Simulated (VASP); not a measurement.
# SiO2 (I-42d) in VASP: a series of runs, part 2 of 2

VASP 6.6.1. Earlier steps stand in the parts before.

### Step 3. Single point, PBEsol

This run uses another cell than the first one, of 14.44 Å³/atom, 1.027 times its volume.

Input file INCAR:

```
ALGO     = Normal         # electronic algorithm
EDIFF    = 1E-6           # SCF threshold, eV
ENCUT    = 520            # plane-wave cutoff, eV
GGA      = PS             # functional
ISIF     = 2              # what is computed and relaxed
ISMEAR   = 0              # smearing method
LASPH    = T              # aspherical terms in the spheres
LCHARG   = F              # write CHGCAR
LREAL    = F              # projectors in reciprocal space
LWAVE    = F              # write WAVECAR
NBANDS   = 25             # bands
NELM     = 80             # most SCF steps
PREC     = Accurate       # precision mode
SIGMA    = 0.01           # smearing width, eV
```

Input file KPOINTS:

```
k-points
0
Gamma
  6 6 6
```

Input file POSCAR:

```
SiO2
1.0
   -2.3949678179      2.3949678179      3.7769884839
    2.3949678179     -2.3949678179      3.7769884839
    2.3949678179      2.3949678179     -3.7769884839
Si O
2 4
Direct
    0.0000000000      0.0000000000      0.0000000000
    0.7500000000      0.2500000000      0.5000000000
    0.9983800000      0.6250000000      0.8733800000
    0.3750000000      0.2483800000      0.3733800000
    0.7516200000      0.1250000000      0.1266200000
    0.8750000000      0.0016200000      0.6266200000
```

Potentials or basis: VASP PAW PBE potentials, release 64 (Si, O).

Run with:

```console
$ cat potpaw_PBE.64/Si/POTCAR potpaw_PBE.64/O/POTCAR > POTCAR
$ mpirun -np 1 vasp_std > vasp.out
```

OUTCAR:

```text
EDIFF = 1E-6
   ENCUT = 520
   GGA = PS
   ISIF = 2
   ISMEAR = 0
   LASPH = T
   LREAL = F
   NELM = 80
   PREC = Accurate

 ion  position               nearest neighbor table
   1  0.000  0.000  0.000-   5 1.64   4 1.64   3 1.64   6 1.64   2 3.05   2 3.05   2 3.05   2 3.05

   2  0.750  0.250  0.500-   6 1.64   4 1.64   5 1.64   3 1.64   1 3.05   1 3.05   1 3.05   1 3.05

   3  0.998  0.625  0.873-   1 1.64   2 1.64
   4  0.375  0.248  0.373-   1 1.64   2 1.64
   5  0.752  0.125  0.127-   1 1.64   2 1.64
   6  0.875  0.002  0.627-   2 1.64   1 1.64

  LATTYP: Found a body centered tetragonal cell.
 ALAT       =     4.7899356358
 C/A-ratio  =     1.5770518734

  Lattice vectors:

 A1 = (  -2.3949678179,   2.3949678179,   3.7769884839)
 A2 = (   2.3949678179,  -2.3949678179,   3.7769884839)
 A3 = (   2.3949678179,   2.3949678179,  -3.7769884839)

Analysis of symmetry for initial positions (statically):
=====================================================================
 Subroutine PRICEL returns:
 Original cell was already a primitive cell.

 Routine SETGRP: Setting up the symmetry group for a
 body centered tetragonal supercell.

 Subroutine GETGRP returns: Found  8 space group operations
 (whereof  4 operations were pure point group operations)
 out of a pool of 16 trial point group operations.

The static configuration has the point symmetry S_4 .
 The point group associated with its full space group is D_2d.

Analysis of symmetry for dynamics (positions and initial velocities):
=====================================================================
 Subroutine PRICEL returns:
 Original cell was already a primitive cell.

 Routine SETGRP: Setting up the symmetry group for a
 body centered tetragonal supercell.

 Subroutine GETGRP returns: Found  8 space group operations
 (whereof  4 operations were pure point group operations)
 out of a pool of 16 trial point group operations.

The dynamic configuration has the point symmetry S_4 .
 The point group associated with its full space group is D_2d.

 Subroutine INISYM returns: Found  8 space group operations
 (whereof  4 operations are pure point group operations),
 and found     1 'primitive' translations

----------------------------------------------------------------------------------------

                                     Primitive cell

  volume of cell :      86.6573

  direct lattice vectors                    reciprocal lattice vectors
    -2.394967818  2.394967818  3.776988484     0.000000000  0.208771073  0.132380600
     2.394967818 -2.394967818  3.776988484     0.208771073  0.000000000  0.132380600
     2.394967818  2.394967818 -3.776988484     0.208771073  0.208771073  0.000000000

  length of vectors
     5.073202510  5.073202510  5.073202510     0.247204336  0.247204336  0.295246882

  position of ions in fractional coordinates (direct lattice)
     0.000000000  0.000000000  0.000000000
     0.750000000  0.250000000  0.500000000
     0.998380000  0.625000000  0.873380000
     0.375000000  0.248380000  0.373380000
     0.751620000  0.125000000  0.126620000
     0.875000000  0.001620000  0.626620000
[... 27 lines left out ...]

  Shift w.r.t. Gamma in fractional coordinates (k-lattice)
     0.000000000  0.000000000  0.000000000

 Subroutine IBZKPT returns following result:
 ===========================================

 Found     30 irreducible k-points:

 Following reciprocal coordinates:
            Coordinates               Weight
  0.000000  0.000000  0.000000      1.000000
  0.166667  0.000000 -0.000000      8.000000
  0.333333 -0.000000  0.000000      8.000000
  0.500000 -0.000000  0.000000      4.000000
  0.166667  0.166667 -0.000000      8.000000
  0.333333  0.166667  0.000000     16.000000
[... 16 lines left out ...]
 -0.333333 -0.333333  0.166667      8.000000
 -0.166667 -0.333333  0.166667      8.000000
 [... further k-points ...]
   k-points           NKPTS =     30   k-points in BZ     NKDIM =     30   number of bands    NBANDS=     25
   number of dos      NEDOS =    301   number of ions     NIONS =      6
   total plane-waves  NPLWV =  64000
   dimension x,y,z NGX =    40 NGY =   40 NGZ =   40
   dimension x,y,z NGXF=    80 NGYF=   80 NGZF=   80
   ions per type =               2   4
   NGX,Y,Z   is equivalent  to a cutoff of  13.11, 13.11, 13.11 a.u.
   NGXF,Y,Z  is equivalent  to a cutoff of  26.22, 26.22, 26.22 a.u.
 SYSTEM =  unknown system
   PREC   = accura    normal or accurate (medium, high low for compatibility)
   ISTART =      0    job   : 0-new  1-cont  2-samecut
   ICHARG =      2    charge: 1-file 2-atom 10-const
   ISPIN  =      1    spin polarized calculation?
   LNONCOLLINEAR =      F non collinear calculations
   LSORBIT =      F    spin-orbit coupling
   LASPH  =      T    aspherical Exc in radial PAW
   ENCUT  =  520.0 eV  38.22 Ry    6.18 a.u.   9.43  9.43  9.43*2*pi/ulx,y,z
   NELM   =     80;   NELMIN=  2; NELMDL= -5     # of ELM steps
   EDIFF  = 0.1E-05   stopping-criterion for ELM
   LREAL  =      F    real-space projection
   EDIFFG = 0.1E-04   stopping-criterion for IOM
   NSW    =      0    number of steps for IOM
   IBRION =     -1    ionic relax: 0-MD 1-quasi-New 2-CG
   NFREE  =      0    steps in history (QN), initial steepest desc. (CG)
   ISIF   =      2    stress and relaxation
   ISYM   =      2    0-nonsym 1-usesym 2-fastsym
   POTIM  = 0.5000    time-step for ionic-motion
   TEBEG  =    0.0;   TEEND  =   0.0 temperature during run
   PSTRESS=    0.0 pullay stress
   NELECT =      32.0000    total number of electrons
   NUPDOWN=      -1.0000    fix difference up-down
   EMIN   =  10.00;   EMAX   =-10.00  energy-range for DOS
   EFERMI =   0.00;   METHOD = LEGACY
   ISMEAR =     0;   SIGMA  =   0.01  broadening in eV -4-tet -1-fermi 0-gaus
   EFERMI_NEDOS =   21; number of points for ismear=-14 and -15
   IALGO  =     38    algorithm
   IMIX   =      4    mixing-type and parameters
     AMIX     =   0.40;   BMIX     =  1.00
     AMIX_MAG =   1.60;   BMIX_MAG =  1.00
  volume/ion in A,a.u.               =      14.44        97.47
  Fermi-wavevector in a.u.,A,eV,Ry     =   1.174509  2.219501 18.768859  1.379472
  Thomas-Fermi vector in A             =   2.310905
   LORBIT       =      0    0 simple, 1 ext, 2 COOP (PROOUT), +10 PAW based schemes
   GGA     = PS    functional components
   LHFCALC =     F    Hartree Fock is set to
   AEXX    =    0.0000 exact exchange contribution
   IVDW    =     0    specifies the selected vdW correction
   LEPSILON=     F    determine dielectric tensor
   LRPA    =     F    only Hartree local field effects (RPA)
 non-spin polarized calculation
 Gauss-broadening in eV      SIGMA  =   0.01
  energy-cutoff  :      520.00
  volume of cell :       86.66
 maximum number of plane-waves:      2352
 NGX is ok and might be reduce to    40
   NGX = 19   NGY = 19   NGZ = 19

 number of electron      32.0000014 magnetization

 Free energy of the ion-electron system (eV)
  ---------------------------------------------------
  ext. energy  EPLUGINS =         0.00000000
  ---------------------------------------------------
  free energy    TOTEN  =       -49.29279680 eV

  energy without entropy =      -49.29279680  energy(sigma->0) =      -49.29279680

 E-fermi :  -0.3003     XC(G=0):  -8.6001

 val. band max:       -0.3677786352   @ k =   0.0000   0.0000   0.0000
 cond. band min:       5.4263705521   @ k =   0.0000   0.0000   0.0000
 fundamental gap:      5.7941491872
 Fermi energy:        -0.3002610485

 k-point     1 :       0.0000    0.0000    0.0000
  band No.  band energies     occupation
      1     -19.2772      2.00000
      2     -17.2064      2.00000
      3     -17.1868      2.00000
      4     -17.1868      2.00000
      5      -9.1274      2.00000
      6      -5.5885      2.00000
[... 661 lines left out ...]
     24      12.7676      0.00000
     25      13.3701      0.00000

 [... further k-points ...]
[... 5 lines left out ...]
  --------------------------------------------------------------------------------------
  -------------------------------------------------------------------------------------
  Total       -1.0717113     -1.0717113     -2.1901622      0.0000000      0.0000000      0.0000000
  in kB      -19.8145115    -19.8145115    -40.4931765      0.0000000      0.0000000      0.0000000
  external PRESSURE =     -26.7073998 kB  Pullay stress =       0.0000000 kB

 VOLUME and BASIS-vectors are now :
 -----------------------------------------------------------------------------
  energy-cutoff  :      520.00
  volume of cell :       86.66
      direct lattice vectors                 reciprocal lattice vectors
    -2.394967818  2.394967818  3.776988484     0.000000000  0.208771073  0.132380600
     2.394967818 -2.394967818  3.776988484     0.208771073  0.000000000  0.132380600
     2.394967818  2.394967818 -3.776988484     0.208771073  0.208771073  0.000000000

 POSITION                                       TOTAL-FORCE (eV/Angst)
 -----------------------------------------------------------------------------------
      0.00000      0.00000      0.00000        -0.000000      0.000000      0.000000
     -0.00000      2.39497      1.88849        -0.000000      0.000000     -0.000000
      1.19748      2.98595      2.83274        -0.000000     -0.301590      0.000000
      0.59098      1.19748      0.94425        -0.301590      0.000000      0.000000
     -1.19748      1.80399      2.83274        -0.000000      0.301590      0.000000
     -0.59098      3.59245      0.94425         0.301590      0.000000      0.000000
 -----------------------------------------------------------------------------------
    total drift:                                0.000002      0.000002      0.000002

  FREE ENERGIE OF THE ION-ELECTRON SYSTEM (eV)
  ---------------------------------------------------
  free  energy   TOTEN  =       -49.2927967996 eV

  energy  without entropy=      -49.2927967996  energy(sigma->0) =      -49.29279680
```

Wall time 34 s (1 thread of Intel Xeon 6975P-C (Granite Rapids), shared host); peak memory 0.24 GiB.

Results:

```yaml
Free_energy: -49.2928 eV
Pressure: -2.7 GPa
Largest_force: 0.302 eV/Å
Band_gap_on_the_k_mesh: 5.79 eV, direct
```

Forces in eV/Å, atoms in the order of the input:
```
Si   0.000  0.000  0.000
Si   0.000  0.000  0.000
O    0.000 -0.302  0.000
O   -0.302  0.000  0.000
O    0.000  0.302  0.000
O    0.302  0.000  0.000
```

Caveat: the PAW data sets were made with another functional, which shifts forces and pressure a little.
